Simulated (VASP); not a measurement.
# Si (I-42m) in VASP: notebook

Runs on Si. Level: PBE. Tasks: single point.

Program: VASP 6.6.1. These are calculated values, not measurements. Logs are shortened: lines on timing, memory, paths and dates and some standing lists are left out, and cuts for length are marked.

### 1 The cell of the first run

It takes space group I-42m (No. 121, tetragonal). The conventional cell has a = 6.579 Å, b = 6.579 Å, c = 3.796 Å, α = 90.00°, β = 90.00°, γ = 90.00°. Within 3.1 Å of Si (site symmetry m) lie 4 Si at 2.32 to 2.36 Å.

### 2 Single point, PBE (atoms displaced along a vibrational mode, the cell strained)

File INCAR:

```
SYSTEM = Si
ALGO     = Normal         ! electronic algorithm
EDIFF    = 1E-6           ! SCF threshold, eV
ENCUT    = 520            ! plane-wave cutoff, eV
GGA      = PE             ! functional
ISIF     = 2              ! what is computed and relaxed
ISMEAR   = 0              ! smearing method
LASPH    = .True.         ! aspherical terms in the spheres
LCHARG   = .True.         ! write CHGCAR
LELF     = .True.         ! ELF
LREAL    = .False.        ! projectors in reciprocal space
LVHAR    = .True.       
LWAVE    = .False.        ! write WAVECAR
NBANDS   = 16             ! bands
NELM     = 80             ! most SCF steps
PREC     = Accurate       ! precision mode
SIGMA    = 0.05           ! smearing width, eV
```

File KPOINTS:

```
k-points
0
Gamma
  10 10 10
  0 0 0
```

File POSCAR:

```
Si
1.0
   -3.2897119779      3.2897119779      1.8981800000
    3.2897119779     -3.2897119779      1.8981800000
    3.2897119779      3.2897119779     -1.8981800000
Si
4
Direct
    0.1543670534      0.1543670534      0.3572210152
    0.7971460381      0.7971460381      0.6427789848
    0.2028539619      0.8456329466      0.0000000000
    0.8456329466      0.2028539619      0.0000000000
```

Potentials or basis: VASP PAW PBE potentials, release 64 (Si).

On the command line:

```bash
> cat potpaw_PBE.64/Si/POTCAR > POTCAR
> mpirun -np 1 vasp_std > vasp.out
```

OUTCAR:

```text
SYSTEM = Si
   EDIFF = 1E-6
   ENCUT = 520
   GGA = PE
   ISIF = 2
   ISMEAR = 0
   LASPH = .True.
   LREAL = .False.
   NELM = 80
   PREC = Accurate

 ion  position               nearest neighbor table
   1  0.154  0.154  0.357-   2 2.32   2 2.32   3 2.36   4 2.36
   2  0.797  0.797  0.643-   1 2.32   1 2.32   4 2.36   3 2.36
   3  0.203  0.846  0.000-   4 2.32   4 2.32   1 2.36   2 2.36
   4  0.846  0.203  0.000-   3 2.32   3 2.32   1 2.36   2 2.36

  LATTYP: Found a body centered tetragonal cell.
 ALAT       =     6.5794239558
 C/A-ratio  =     0.5770049210

  Lattice vectors:

 A1 = (  -3.2897119779,   3.2897119779,   1.8981800000)
 A2 = (   3.2897119779,  -3.2897119779,   1.8981800000)
 A3 = (   3.2897119779,   3.2897119779,  -1.8981800000)

Analysis of symmetry for initial positions (statically):
=====================================================================
 Subroutine PRICEL returns:
 Original cell was already a primitive cell.

 Routine SETGRP: Setting up the symmetry group for a
 body centered tetragonal supercell.

 Subroutine GETGRP returns: Found  8 space group operations
 (whereof  8 operations were pure point group operations)
 out of a pool of 16 trial point group operations.

The static configuration has the point symmetry D_2d.

Analysis of symmetry for dynamics (positions and initial velocities):
=====================================================================
 Subroutine PRICEL returns:
 Original cell was already a primitive cell.

 Routine SETGRP: Setting up the symmetry group for a
 body centered tetragonal supercell.

 Subroutine GETGRP returns: Found  8 space group operations
 (whereof  8 operations were pure point group operations)
 out of a pool of 16 trial point group operations.

The dynamic configuration has the point symmetry D_2d.

 Subroutine INISYM returns: Found  8 space group operations
 (whereof  8 operations are pure point group operations),
 and found     1 'primitive' translations

----------------------------------------------------------------------------------------

                                     Primitive cell

[... 91 lines left out ...]
   LASPH  =      T    aspherical Exc in radial PAW
   ENCUT  =  520.0 eV  38.22 Ry    6.18 a.u.   9.34  9.34  9.34*2*pi/ulx,y,z
   NELM   =     80;   NELMIN=  2; NELMDL= -5     # of ELM steps
   EDIFF  = 0.1E-05   stopping-criterion for ELM
   LREAL  =      F    real-space projection
   EDIFFG = 0.1E-04   stopping-criterion for IOM
   NSW    =      0    number of steps for IOM
   IBRION =     -1    ionic relax: 0-MD 1-quasi-New 2-CG
   NFREE  =      0    steps in history (QN), initial steepest desc. (CG)
   ISIF   =      2    stress and relaxation
   ISYM   =      2    0-nonsym 1-usesym 2-fastsym
   POTIM  = 0.5000    time-step for ionic-motion
   TEBEG  =    0.0;   TEEND  =   0.0 temperature during run
   PSTRESS=    0.0 pullay stress
   NELECT =      16.0000    total number of electrons
   NUPDOWN=      -1.0000    fix difference up-down
   EMIN   =  10.00;   EMAX   =-10.00  energy-range for DOS
   EFERMI =   0.00;   METHOD = LEGACY
   ISMEAR =     0;   SIGMA  =   0.05  broadening in eV -4-tet -1-fermi 0-gaus
   EFERMI_NEDOS =   21; number of points for ismear=-14 and -15
   IALGO  =     38    algorithm
   IMIX   =      4    mixing-type and parameters
     AMIX     =   0.40;   BMIX     =  1.00
     AMIX_MAG =   1.60;   BMIX_MAG =  1.00
  volume/ion in A,a.u.               =      20.54       138.63
  Fermi-wavevector in a.u.,A,eV,Ry     =   0.948878  1.793120 12.250274  0.900370
  Thomas-Fermi vector in A             =   2.077108
   LORBIT       =      0    0 simple, 1 ext, 2 COOP (PROOUT), +10 PAW based schemes
   GGA     = PE    functional components
   LHFCALC =     F    Hartree Fock is set to
   AEXX    =    0.0000 exact exchange contribution
   IVDW    =     0    specifies the selected vdW correction
   LEPSILON=     F    determine dielectric tensor
   LRPA    =     F    only Hartree local field effects (RPA)
 non-spin polarized calculation
 Gauss-broadening in eV      SIGMA  =   0.05
  energy-cutoff  :      520.00
  volume of cell :       82.17
 maximum number of plane-waves:      2240
 NGX is ok and might be reduce to    40
   NGX = 19   NGY = 19   NGZ = 19

 number of electron      16.0000000 magnetization

 Free energy of the ion-electron system (eV)
  ---------------------------------------------------
  ext. energy  EPLUGINS =         0.00000000
  ---------------------------------------------------
  free energy    TOTEN  =       -21.20675729 eV

  energy without entropy =      -21.20675211  energy(sigma->0) =      -21.20675470

 E-fermi :   5.9110     XC(G=0):  -9.2236

 val. band max:        5.8222463440   @ k =   0.5000   0.5000   0.5000
 cond. band min:       6.0159528816   @ k =  -0.1000  -0.2000   0.1000
 fundamental gap:      0.1937065377
 Fermi energy:         5.9110448166

 k-point     1 :       0.0000    0.0000    0.0000
  band No.  band energies     occupation
      1      -6.4899      2.00000
      2      -2.1295      2.00000
      3       0.1459      2.00000
      4       0.1459      2.00000
      5       1.9097      2.00000
      6       4.2772      2.00000
[... 433 lines left out ...]
      3      -1.4103      2.00000
      4       0.6884      2.00000
      5       1.4491      2.00000
      6       2.7271      2.00000
[... 8 lines left out ...]
     15      11.9669      0.00000
     16      12.7635      0.00000

 [... further k-points ...]

------------------------ aborting loop because EDIFF is reached ----------------------------------------

  FORCE on cell =-STRESS in cart. coord.  units (eV):
  Direction    XX          YY          ZZ          XY          YZ          ZX
  --------------------------------------------------------------------------------------
  -------------------------------------------------------------------------------------
  Total        2.0497568      2.0497568      2.3462400      0.0000000      0.0000000      0.0000000
  in kB       39.9668381     39.9668381     45.7477656      0.0000000      0.0000000      0.0000000
  external PRESSURE =      41.8938140 kB  Pullay stress =       0.0000000 kB

 VOLUME and BASIS-vectors are now :
 -----------------------------------------------------------------------------
  energy-cutoff  :      520.00
  volume of cell :       82.17
      direct lattice vectors                 reciprocal lattice vectors
    -3.289711978  3.289711978  1.898180000     0.000000000  0.151988990  0.263410214
     3.289711978 -3.289711978  1.898180000     0.151988990  0.000000000  0.263410214
     3.289711978  3.289711978 -1.898180000     0.151988990  0.151988990  0.000000000

 POSITION                                       TOTAL-FORCE (eV/Angst)
 -----------------------------------------------------------------------------------
      1.17515      1.17515     -0.09204        -0.005157     -0.005157      0.177958
      2.11456      2.11456      1.80614         0.005157      0.005157      0.177958
      2.11456     -2.11456      1.99022         0.005157     -0.005157     -0.177958
     -2.11456      2.11456      1.99022        -0.005157      0.005157     -0.177958
 -----------------------------------------------------------------------------------
    total drift:                                0.000000      0.000000      0.000000

  FREE ENERGIE OF THE ION-ELECTRON SYSTEM (eV)
  ---------------------------------------------------
  free  energy   TOTEN  =       -21.2067572861 eV

  energy  without entropy=      -21.2067521135  energy(sigma->0) =      -21.20675470
```

OSZICAR:

```text
N       E                     dE             d eps       ncg     rms          rms(c)
DAV:   1     0.239524008800E+02    0.23952E+02   -0.59131E+03  3264   0.817E+02
DAV:   2    -0.199226642618E+02   -0.43875E+02   -0.39682E+02  4496   0.116E+02
DAV:   3    -0.216573796786E+02   -0.17347E+01   -0.17233E+01  4392   0.219E+01
DAV:   4    -0.216784723103E+02   -0.21093E-01   -0.21089E-01  4160   0.312E+00
DAV:   5    -0.216788876182E+02   -0.41531E-03   -0.41529E-03  4488   0.414E-01    0.709E+00
DAV:   6    -0.213413087288E+02    0.33758E+00   -0.16210E-01  3872   0.195E+00    0.430E+00
DAV:   7    -0.212026981571E+02    0.13861E+00   -0.28602E-01  4096   0.261E+00    0.403E-01
DAV:   8    -0.212056736054E+02   -0.29754E-02   -0.27964E-02  3928   0.897E-01    0.176E-01
DAV:   9    -0.212065220239E+02   -0.84842E-03   -0.17204E-03  4472   0.236E-01    0.897E-02
DAV:  10    -0.212067053237E+02   -0.18330E-03   -0.28783E-04  4032   0.872E-02    0.354E-02
DAV:  11    -0.212067548256E+02   -0.49502E-04   -0.68207E-05  4296   0.457E-02    0.618E-03
DAV:  12    -0.212067572773E+02   -0.24518E-05   -0.31635E-06  4320   0.968E-03    0.216E-03
DAV:  13    -0.212067572861E+02   -0.87455E-08   -0.72934E-07  3608   0.454E-03
   1 F= -.21206757E+02 E0= -.21206755E+02  d E =-.517259E-05
```

stdout:

```text
POSCAR found type information on POSCAR Si
 POSCAR found :  1 types and       4 ions
 scaLAPACK will be used
 LDA part: xc-table for (Slater+PW92), standard interpolation
 POSCAR, INCAR and KPOINTS ok, starting setup
 FFT: planning ... GRIDC
 FFT: planning ... GRID_SOFT
 FFT: planning ... GRID
 WAVECAR not read
 entering main loop
```

Wall time 2.6 min (1 thread of Intel Xeon 8259CL, shared host); peak memory 0.29 GiB.

Results:

```yaml
Free_energy: -21.2068 eV
Pressure: 4.2 GPa
Largest_force: 0.178 eV/Å
Band_gap_on_the_k_mesh: 0.19 eV (least direct gap 0.58 eV)
```

Forces in eV/Å, atoms in the order of the input:
```
Si  -0.005 -0.005  0.178
Si   0.005  0.005  0.178
Si   0.005 -0.005 -0.178
Si  -0.005  0.005 -0.178
```

Stress tensor (GPa, compression positive):
```
4.00 0.00 0.00
0.00 4.00 0.00
0.00 0.00 4.57
```

Levels at points of the mesh, in eV from the valence-band top:
```
           k point  band 4  band 5  band 6  band 7  band 8  band 9  band 10  band 11  band 12  band 13
(0.00, 0.00, 0.00)   -5.68   -3.91   -1.54   -1.54   -0.59    1.36     1.63     1.63     2.29     2.29
(0.50, 0.00, 0.00)   -6.26   -4.52   -3.64   -2.47   -1.48    0.75     2.35     2.96     3.42     4.25
(0.50, 0.50, 0.00)   -5.00   -2.96   -2.08   -1.98   -1.68    1.58     1.89     1.97     4.00     4.37
(0.50, 0.50, 0.50)   -5.21   -3.02   -0.46    0.00    0.00    0.58     3.50     3.52     4.01     4.49
```

Caveat: the cell differs from its parent crystal (atoms displaced along a vibrational mode, the cell strained); the cell stands under pressure.

[end of part 1 of 3]
